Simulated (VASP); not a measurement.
Cu: single point with revPBE+D4

The system is Cu.

```xyz
1
Lattice="0.0000 1.7770 1.7770 1.7770 0.0000 1.7770 1.7770 1.7770 0.0000" Properties=species:S:1:pos:R:3 pbc="T T T"
Cu    0.0000    0.0000    0.0000
```

- Program: VASP 6.6.1
- Task: single point
- Functional: revPBE
- Dispersion: D4
- Potentials or basis: VASP PAW PBE potentials, release 64 (Cu)
- Cutoff: 600 eV
- k mesh: 13 × 13 × 13
- Occupations: fermi-dirac, width 0.05 eV
- Spin: no spin polarisation

| Property | Result |
| --- | --- |
| Pressure | 0.7 GPa |
| Dispersion energy per atom | -1.030 eV |

Levels at points of the mesh, in eV from the Fermi level:
```
           k point  band 3  band 4  band 5  band 6  band 7  band 8  band 9  band 10
(0.00, 0.00, 0.00)   -3.38   -3.38   -2.49   -2.49   22.77   25.88   25.88    25.88
```

Wall time 22 s on 1 thread of Intel Xeon 8259CL, with other jobs on the host, peak memory 0.13 GiB.

Caveat: the PAW data sets were made with another functional, which shifts forces and pressure a little; pairwise dispersion overbinds metals, which lowers pressure and volume.
